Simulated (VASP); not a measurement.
# C in VASP: notebook

C is run at these levels: PBE+D3(BJ); tasks: single point, relaxation of the atoms.

All numbers are computed with VASP 6.6.1; they aren't measurements. Logs are shortened: lines on timing, memory, paths and dates and some standing lists are left out, and cuts for length are marked.

## Step 1: The cell of the first run

The cell holds a slab with vacuum, 4 atoms: a = 2.466 Å, b = 2.466 Å, c = 17.500 Å, α = 90.00°, β = 90.00°, γ = 120.00°.

## Step 2: Single point, PBE+D3(BJ)

Contents of INCAR:

```
SYSTEM = C
  ALGO = Normal
  DIPOL = 0.5 0.5 0.354
  EDIFF = 1E-6
  ENCUT = 520
  GGA = PE
  IDIPOL = 3
  ISIF = 2
  ISMEAR = 0
  IVDW = 12
  LASPH = .TRUE.
  LCHARG = .FALSE.
  LDIPOL = .TRUE.
  LREAL = .FALSE.
  LWAVE = .FALSE.
  NBANDS = 16
  NELM = 100
  PREC = Accurate
  SIGMA = 0.1
```

Contents of KPOINTS:

```
k-points
0
G
  15 15 1
  0 0 0
```

Contents of POSCAR:

```
C
1.0
    2.4657189577      0.0000000000      0.0000000000
   -1.2328594788      2.1353752560      0.0000000000
    0.0000000000      0.0000000000     17.5000000000
C
4
Direct
    0.3333333333      0.6666666667      0.2571428571
    0.6666666667      0.3333333333      0.2571046921
    0.3333333333      0.6666666667      0.4510593039
    0.0000000000      1.0000000000      0.4510922346
```

Potentials or basis: VASP PAW PBE potentials, release 64 (C).

On the command line:

```bash
$ cat potpaw_PBE.64/C/POTCAR > POTCAR
$ mpirun -np 1 vasp_std > vasp.out
```

OUTCAR:

```text
SYSTEM = C
   EDIFF = 1E-6
   ENCUT = 520
   GGA = PE
   ISIF = 2
   ISMEAR = 0
   IVDW = 12
   LASPH = .TRUE.
   LREAL = .FALSE.
   NELM = 100
   PREC = Accurate
 IVDW          = 12

 ion  position               nearest neighbor table
   1  0.333  0.667  0.257-   2 1.42   2 1.42   2 1.42
   2  0.667  0.333  0.257-   1 1.42   1 1.42   1 1.42
   3  0.333  0.667  0.451-   4 1.42   4 1.42   4 1.42
   4  0.000  0.000  0.451-   3 1.42   3 1.42   3 1.42

  LATTYP: Found a hexagonal cell.
 ALAT       =     2.4657189577
 C/A-ratio  =     7.0973214305

  Lattice vectors:

 A1 = (   2.4657189577,   0.0000000000,   0.0000000000)
 A2 = (  -1.2328594788,   2.1353752560,   0.0000000000)
 A3 = (   0.0000000000,   0.0000000000,  17.5000000000)

Analysis of symmetry for initial positions (statically):
=====================================================================
 Subroutine PRICEL returns:
 Original cell was already a primitive cell.

 Routine SETGRP: Setting up the symmetry group for a
 hexagonal supercell.

 Subroutine GETGRP returns: Found 12 space group operations
 (whereof  6 operations were pure point group operations)
 out of a pool of 24 trial point group operations.

The static configuration has the point symmetry C_3v.
 The point group associated with its full space group is D_3d.

Analysis of symmetry for dynamics (positions and initial velocities):
=====================================================================
 Subroutine PRICEL returns:
 Original cell was already a primitive cell.

 Routine SETGRP: Setting up the symmetry group for a
 hexagonal supercell.

 Subroutine GETGRP returns: Found 12 space group operations
 (whereof  6 operations were pure point group operations)
 out of a pool of 24 trial point group operations.

The dynamic configuration has the point symmetry C_3v.
 The point group associated with its full space group is D_3d.

 Subroutine INISYM returns: Found 12 space group operations
 (whereof  6 operations are pure point group operations),
 and found     1 'primitive' translations

----------------------------------------------------------------------------------------

                                     Primitive cell

  volume of cell :      92.1416

  direct lattice vectors                    reciprocal lattice vectors
     2.465718958  0.000000000  0.000000000     0.405561225  0.234150882  0.000000000
    -1.232859479  2.135375256  0.000000000     0.000000000  0.468301764  0.000000000
     0.000000000  0.000000000 17.500000000     0.000000000  0.000000000  0.057142857

  length of vectors
     2.465718958  2.465718958 17.500000000     0.468301764  0.468301764  0.057142857

  position of ions in fractional coordinates (direct lattice)
     0.333333333  0.666666667  0.257142857
     0.666666667  0.333333333  0.257104692
     0.333333333  0.666666667  0.451059304
     0.000000000  0.000000000  0.451092235

  ion indices of the primitive-cell ions
   primitive index   ion index
                 1           1
                 2           2
                 3           3
                 4           4

----------------------------------------------------------------------------------------

 KPOINTS: k-points

Automatic generation of k-mesh.
 Grid dimensions read from file:
 generate k-points for:   15   15    1

 Generating k-lattice:

  Cartesian coordinates                     Fractional coordinates (reciprocal lattice)
     0.027037415  0.015610059  0.000000000     0.066666667  0.000000000  0.000000000
     0.000000000  0.031220118  0.000000000     0.000000000  0.066666667  0.000000000
     0.000000000  0.000000000  0.057142857     0.000000000  0.000000000  1.000000000

  Length of vectors
     0.031220118  0.031220118  0.057142857

  Shift w.r.t. Gamma in fractional coordinates (k-lattice)
     0.000000000  0.000000000  0.000000000

 Subroutine IBZKPT returns following result:
 ===========================================

 Found     27 irreducible k-points:

 Following reciprocal coordinates:
            Coordinates               Weight
  0.000000  0.000000  0.000000      1.000000
  0.066667  0.000000  0.000000      6.000000
  0.133333  0.000000  0.000000      6.000000
  0.200000  0.000000  0.000000      6.000000
  0.266667  0.000000  0.000000      6.000000
  0.333333  0.000000  0.000000      6.000000
[... 16 lines left out ...]
  0.333333  0.200000  0.000000     12.000000
  0.400000  0.200000  0.000000      6.000000
 [... further k-points ...]
   k-points           NKPTS =     27   k-points in BZ     NKDIM =     27   number of bands    NBANDS=     16
   number of dos      NEDOS =    301   number of ions     NIONS =      4
   total plane-waves  NPLWV =  45360
   dimension x,y,z NGX =    18 NGY =   18 NGZ =  140
   dimension x,y,z NGXF=    36 NGYF=   36 NGZF=  280
   ions per type =               4
   NGX,Y,Z   is equivalent  to a cutoff of  12.14, 12.14, 13.30 a.u.
   NGXF,Y,Z  is equivalent  to a cutoff of  24.27, 24.27, 26.60 a.u.
 SYSTEM =  C
   PREC   = accura    normal or accurate (medium, high low for compatibility)
   ISTART =      0    job   : 0-new  1-cont  2-samecut
   ICHARG =      2    charge: 1-file 2-atom 10-const
   ISPIN  =      1    spin polarized calculation?
   LNONCOLLINEAR =      F non collinear calculations
   LSORBIT =      F    spin-orbit coupling
   LASPH  =      T    aspherical Exc in radial PAW
   ENCUT  =  520.0 eV  38.22 Ry    6.18 a.u.   4.58  4.58 32.54*2*pi/ulx,y,z
   NELM   =    100;   NELMIN=  2; NELMDL= -5     # of ELM steps
   EDIFF  = 0.1E-05   stopping-criterion for ELM
   LREAL  =      F    real-space projection
   EDIFFG = 0.1E-04   stopping-criterion for IOM
   NSW    =      0    number of steps for IOM
   IBRION =     -1    ionic relax: 0-MD 1-quasi-New 2-CG
   NFREE  =      0    steps in history (QN), initial steepest desc. (CG)
   ISIF   =      2    stress and relaxation
   ISYM   =      2    0-nonsym 1-usesym 2-fastsym
   POTIM  = 0.5000    time-step for ionic-motion
   TEBEG  =    0.0;   TEEND  =   0.0 temperature during run
   PSTRESS=    0.0 pullay stress
   NELECT =      16.0000    total number of electrons
   NUPDOWN=      -1.0000    fix difference up-down
   EMIN   =  10.00;   EMAX   =-10.00  energy-range for DOS
   EFERMI =   0.00;   METHOD = LEGACY
   ISMEAR =     0;   SIGMA  =   0.10  broadening in eV -4-tet -1-fermi 0-gaus
   EFERMI_NEDOS =   21; number of points for ismear=-14 and -15
   IALGO  =     38    algorithm
   IMIX   =      4    mixing-type and parameters
     AMIX     =   0.40;   BMIX     =  1.00
     AMIX_MAG =   1.60;   BMIX_MAG =  1.00
  volume/ion in A,a.u.               =      23.04       155.45
  Fermi-wavevector in a.u.,A,eV,Ry     =   0.913334  1.725951 11.349690  0.834179
  Thomas-Fermi vector in A             =   2.037833
   LORBIT       =      0    0 simple, 1 ext, 2 COOP (PROOUT), +10 PAW based schemes
   GGA     = PE    functional components
   LHFCALC =     F    Hartree Fock is set to
   AEXX    =    0.0000 exact exchange contribution
   IVDW    =    12    specifies the selected vdW correction
   LEPSILON=     F    determine dielectric tensor
   LRPA    =     F    only Hartree local field effects (RPA)
 non-spin polarized calculation
 Gauss-broadening in eV      SIGMA  =   0.10
  energy-cutoff  :      520.00
  volume of cell :       92.14
 maximum number of plane-waves:      2521
   NGX =  9   NGY =  9   NGZ = 65

 dipolmoment           0.000000      0.000000      0.000018 electrons x Angstroem

 number of electron      15.9999996 magnetization

 dipolmoment           0.000000      0.000000     -0.000356 electrons x Angstroem

 Free energy of the ion-electron system (eV)
  ---------------------------------------------------
  ext. energy  EPLUGINS =         0.00000000
  ---------------------------------------------------
  free energy    TOTEN  =       -36.87671611 eV

  energy without entropy =      -36.87571398  energy(sigma->0) =      -36.87621505

 E-fermi :  -0.8381     XC(G=0):  -4.4396

 val. band max:       -0.8411503923   @ k =   0.3333   0.3333   0.0000
 cond. band min:      -0.8350512071   @ k =   0.3333   0.3333   0.0000
 fundamental gap:      0.0060991852
 Fermi energy:        -0.8381003639

 k-point     1 :       0.0000    0.0000    0.0000
  band No.  band energies     occupation
      1     -20.4175      2.00000
      2     -20.2798      2.00000
      3      -8.8942      2.00000
      4      -7.9757      2.00000
      5      -3.8706      2.00000
      6      -3.8706      2.00000
[... 8 lines left out ...]
     15       7.4749      0.00000
     16       7.4990      0.00000

 k-point     2 :       0.0667    0.0000    0.0000
  band No.  band energies     occupation
      1     -20.3120      2.00000
      2     -20.1752      2.00000
      3      -8.7671      2.00000
      4      -7.8524      2.00000
      5      -4.2971      2.00000
      6      -4.2828      2.00000
[... 8 lines left out ...]
     15       7.5587      0.00000
     16       7.9259      0.00000

 k-point     3 :       0.1333    0.0000    0.0000
  band No.  band energies     occupation
      1     -19.9961      2.00000
      2     -19.8621      2.00000
      3      -8.3876      2.00000
      4      -7.4848      2.00000
      5      -5.4296      2.00000
      6      -5.4058      2.00000
[... 8 lines left out ...]
     15       7.6021      0.00000
     16       8.9033      0.00000

 k-point     4 :       0.2000    0.0000    0.0000
  band No.  band energies     occupation
      1     -19.4723      2.00000
      2     -19.3426      2.00000
      3      -7.7622      2.00000
      4      -6.9823      2.00000
      5      -6.9472      2.00000
      6      -6.8799      2.00000
[... 8 lines left out ...]
     15       7.4805      0.00000
     16       7.6697      0.00000

 k-point     5 :       0.2667    0.0000    0.0000
  band No.  band energies     occupation
      1     -18.7447      2.00000
      2     -18.6211      2.00000
      3      -8.7195      2.00000
      4      -8.6711      2.00000
      5      -6.9041      2.00000
      6      -6.0569      2.00000
[... 8 lines left out ...]
     15       7.1934      0.00000
     16       7.9980      0.00000

 k-point     6 :       0.3333    0.0000    0.0000
  band No.  band energies     occupation
      1     -17.8210      2.00000
      2     -17.7052      2.00000
      3     -10.4892      2.00000
      4     -10.4283      2.00000
      5      -6.6207      2.00000
      6      -6.5965      2.00000
[... 8 lines left out ...]
     15       7.5500      0.00000
     16       9.1194      0.00000
[... 267 lines left out ...]
 k-point    21 :       0.2000    0.2000    0.0000
  band No.  band energies     occupation
      1     -17.6195      2.00000
      2     -17.5054      2.00000
      3      -9.7825      2.00000
      4      -9.7531      2.00000
      5      -8.3015      2.00000
      6      -8.2792      2.00000
[... 8 lines left out ...]
     15       9.4640      0.00000
     16       9.9668      0.00000

 k-point    22 :       0.2667    0.2000    0.0000
  band No.  band energies     occupation
      1     -16.6201      2.00000
      2     -16.5146      2.00000
      3     -11.0733      2.00000
      4     -11.0252      2.00000
      5      -9.1266      2.00000
      6      -9.0913      2.00000
[... 8 lines left out ...]
     15      10.0573      0.00000
     16      10.4418      0.00000

 k-point    23 :       0.3333    0.2000    0.0000
  band No.  band energies     occupation
      1     -15.4709      2.00000
      2     -15.3773      2.00000
      3     -12.5046      2.00000
      4     -12.4396      2.00000
      5      -9.5577      2.00000
      6      -9.5131      2.00000
[... 8 lines left out ...]
     15      10.5213      0.00000
     16      11.1229      0.00000

 k-point    24 :       0.4000    0.2000    0.0000
  band No.  band energies     occupation
      1     -14.5231      2.00000
      2     -14.4744      2.00000
      3     -13.5224      2.00000
      4     -13.4909      2.00000
      5      -9.6916      2.00000
      6      -9.6447      2.00000
[... 8 lines left out ...]
     15      11.0845      0.00000
     16      11.2197      0.00000

 [... further k-points ...]

------------------------ aborting loop because EDIFF is reached ----------------------------------------

 vacuum level on the upper side and lower side of the slab       (xc-potential included)        -0.131        -0.119

 Edisp (eV)   -0.47574

 E8    (eV) :    -0.1421

  FORCE on cell =-STRESS in cart. coord.  units (eV):
  Direction    XX          YY          ZZ          XY          YZ          ZX
  --------------------------------------------------------------------------------------
  -------------------------------------------------------------------------------------
  Total       0.11451     0.11451    -0.02333     0.00000     0.00000    -0.00000
  in kB       1.99116     1.99116    -0.40571     0.00000     0.00000    -0.00000
  external pressure =        1.19 kB  Pullay stress =        0.00 kB

 VOLUME and BASIS-vectors are now :
 -----------------------------------------------------------------------------
  energy-cutoff  :      520.00
  volume of cell :       92.14
      direct lattice vectors                 reciprocal lattice vectors
     2.465718958  0.000000000  0.000000000     0.405561225  0.234150882  0.000000000
    -1.232859479  2.135375256  0.000000000     0.000000000  0.468301764  0.000000000
     0.000000000  0.000000000 17.500000000     0.000000000  0.000000000  0.057142857

 POSITION                                       TOTAL-FORCE (eV/Angst)
 -----------------------------------------------------------------------------------
     -0.00000      1.42358      4.50000         0.000000      0.000000     -0.001181
      1.23286      0.71179      4.49933         0.000000     -0.000000      0.000769
     -0.00000      1.42358      7.89354        -0.000000     -0.000000      0.001181
      0.00000      0.00000      7.89411        -0.000000      0.000000     -0.000769
 -----------------------------------------------------------------------------------
    total drift:                                0.000000      0.000000     -0.081672

  FREE ENERGIE OF THE ION-ELECTRON SYSTEM (eV)
  ---------------------------------------------------
  free  energy   TOTEN  =       -37.3524568963 eV

  energy  without entropy=      -37.3514547699  energy(sigma->0) =      -37.35195583

 vacuum level on the upper side and lower side of the slab         3.356         3.369
```

Run time: 1.7 min. Hardware: 1 thread of Intel Xeon 8259CL, shared host; peak memory 0.21 GiB.

What came out:

```
Free energy                : -37.3525 eV
Dispersion energy per atom : -0.119 eV
```

## Step 3: Relaxation of the atoms, PBE+D3(BJ)

Contents of INCAR:

```
PREC     = Accurate       # precision mode
ENCUT    = 520            # plane-wave cutoff, eV
EDIFF    = 1E-7           # SCF threshold, eV
ISMEAR   = 0              # smearing method
SIGMA    = 0.1            # smearing width, eV
LREAL    = False          # projectors in reciprocal space
LASPH    = True           # aspherical terms in the spheres
NELM     = 100            # most SCF steps
ALGO     = Normal         # electronic algorithm
ISIF     = 2              # what is computed and relaxed
LWAVE    = False          # write WAVECAR
LCHARG   = False          # write CHGCAR
LDIPOL   = True         
IDIPOL   = 3            
DIPOL    = 0.5 0.5 0.352
GGA      = PE             # functional
IVDW     = 12             # dispersion correction
IBRION   = 2              # ionic algorithm
NSW      = 40             # ionic steps
EDIFFG   = -0.003         # ionic threshold
```

Contents of KPOINTS:

```
Automatic mesh
0
Gamma
  15 15 1
```

Contents of POSCAR:

```
C
1.0
    2.4657189577      0.0000000000      0.0000000000
   -1.2328594788      2.1353752560      0.0000000000
    0.0000000000      0.0000000000     17.5000000000
C
4
Selective dynamics
Direct
    0.3333333333      0.6666666667      0.2571428571  F F F
    0.6666666667      0.3333333333      0.2571428571  F F T
    0.3333333333      0.6666666667      0.4464571429  F F T
    0.0000000000      1.0000000000      0.4464571429  F F T
```

Potentials or basis: VASP PAW PBE potentials, release 64 (C).

On the command line:

```bash
$ cat potpaw_PBE.64/C/POTCAR > POTCAR
$ mpirun -np 1 vasp_std > vasp.out
```

It took 5.8 min on 1 thread of Intel Xeon 8259CL, shared host; peak memory 0.21 GiB.

It converged, with:

```yaml
Free_energy: -37.3525 eV
Energy_gained_by_relaxing: 0.3 meV/atom
Ionic_steps: 18
Band_gap_on_the_k_mesh: zero (filled and empty bands touch)
Dispersion_energy_per_atom: -0.119 eV
```

The path:
```csv
step,energy change (eV),largest force on free atoms (eV/Å),pressure (GPa)
1,0.0000,0.0266,0.16
2,0.0000,0.0216,0.16
3,0.0000,0.0285,0.16
4,-0.0001,0.0155,0.16
5,-0.0001,0.0262,0.16
6,-0.0001,0.0250,0.16
7,-0.0002,0.0215,0.16
8,-0.0003,0.0145,0.16
9,-0.0006,0.0286,0.15
10,-0.0007,0.0879,0.14
11,-0.0007,0.0875,0.14
12,-0.0007,0.0867,0.14
13,-0.0008,0.0849,0.14
14,-0.0009,0.0813,0.13
15,-0.0010,0.0745,0.12
16,-0.0011,0.0508,0.12
17,-0.0012,0.0122,0.12
18,-0.0012,0.0029,0.12
```

Final structure:
```yaml
crystal:
  lattice:
    - [2.46572, 0.00000, 0.00000]
    - [-1.23286, 2.13538, 0.00000]
    - [0.00000, 0.00000, 17.50000]
  atoms:
    - { symbol: C, position: [0.33333, 0.66667, 0.25714] }
    - { symbol: C, position: [0.66667, 0.33333, 0.25712] }
    - { symbol: C, position: [0.33333, 0.66667, 0.45135] }
    - { symbol: C, position: [0.00000, 0.00000, 0.45139] }
```

Levels at points of the mesh, in eV from the Fermi level:
```tsv
k point	band 6	band 7	band 8	band 9	band 10	band 11
(0.00, 0.00, 0.00)	-3.03	-3.02	-3.02	3.40	3.86	4.74
```
